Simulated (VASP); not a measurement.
A run of VASP 6.6.1 is set up as follows.

The input INCAR:

```
PREC     = Accurate       # precision mode
ENCUT    = 520            # plane-wave cutoff, eV
EDIFF    = 1E-7           # SCF threshold, eV
ISMEAR   = 0              # smearing method
SIGMA    = 0.01           # smearing width, eV
LREAL    = False          # projectors in reciprocal space
LASPH    = True           # aspherical terms in the spheres
NELM     = 80             # most SCF steps
ALGO     = Normal         # electronic algorithm
ISIF     = 2              # what is computed and relaxed
LWAVE    = False          # write WAVECAR
LCHARG   = False          # write CHGCAR
GGA      = PE             # functional
NBANDS   = 18             # bands
```

KPOINTS

```
regular mesh
0
Gamma
  8 8 8
```

POSCAR

```
HfO2
1.0
    0.0000000000      2.5291489567      2.5291489567
    2.5291489567      0.0000000000      2.5291489567
    2.5291489567      2.5291489567      0.0000000000
Hf O
1 2
Direct
    0.0000000000      0.0000000000      0.0000000000
    0.2500000000      0.2500000000      0.2500000000
    0.7500000000      0.7500000000      0.7500000000
```

Potentials or basis: VASP PAW PBE potentials, release 64 (Hf_pv, O).

Launch:

```sh
$ cat potpaw_PBE.64/Hf_pv/POTCAR potpaw_PBE.64/O/POTCAR > POTCAR
$ mpirun -np 1 vasp_std > vasp.out
```

Problem. Estimate the pressure.

Solution. 2.1 GPa.

Problem. Estimate the band gap on the k mesh.

Solution. 3.82 eV.

Caveat: spin-orbit coupling is left out, which moves the levels of the heavy elements. A k mesh can miss the band edges.
